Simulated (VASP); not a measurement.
Set up this calculation in VASP 6.6.1, as the native input.

```yaml
Task: single point
Functional: PBE
Potentials_or_basis: VASP PAW PBE potentials, release 64 (Sn_d, Cl)
Cutoff: 520 eV
k_mesh: 10 × 10 × 3
Occupations: methfessel-paxton, width 0.05 eV
Spin: no spin polarisation
Dipole_correction: no
Further_INCAR_settings: ALGO = Normal; EDIFF = 1e-07; NBANDS = 29
```

The structure of SnCl lies in POSCAR:

```
SnCl
1.0
    3.4975457026      0.0000000000      0.0000000000
   -1.7487728513      3.0289634293      0.0000000000
    0.0000000000      0.0000000000     10.0622090000
Sn Cl
2 2
Direct
    0.6666666667      0.3333333333      0.8205100000
    0.3333333333      0.6666666667      0.3205100000
    0.6666666667      0.3333333333      0.5544910000
    0.3333333333      0.6666666667      0.0544910000
```

One way to write it, as run:

INCAR

```
PREC     = Accurate       # precision mode
ENCUT    = 520            # plane-wave cutoff, eV
EDIFF    = 1E-7           # SCF threshold, eV
ISMEAR   = 1              # smearing method
SIGMA    = 0.05           # smearing width, eV
LREAL    = F              # projectors in reciprocal space
LASPH    = T              # aspherical terms in the spheres
NELM     = 80             # most SCF steps
ALGO     = Normal         # electronic algorithm
ISIF     = 2              # what is computed and relaxed
LWAVE    = F              # write WAVECAR
LCHARG   = F              # write CHGCAR
GGA      = PE             # functional
NBANDS   = 29             # bands
```

KPOINTS

```
regular mesh
0
Gamma
  10 10 3
```

Potentials or basis: VASP PAW PBE potentials, release 64 (Sn_d, Cl).

Command:

```sh
$ cat potpaw_PBE.64/Sn_d/POTCAR potpaw_PBE.64/Cl/POTCAR > POTCAR
$ mpirun -np 1 vasp_std > vasp.out
```

It gave:

- Pressure: -0.2 GPa
- Largest force: 0.093 eV/Å
- Band gap on the k mesh: zero (band 21 reaches 7.20 eV, above the bottom of band 22 at 3.75 eV)

Caveat: spin-orbit coupling is left out, which moves the levels of the heavy elements.

Run time: 38 s on 1 thread of Intel(R) Xeon(R) 6975P-C (Granite Rapids), on a shared host, peak memory 0.27 GiB.
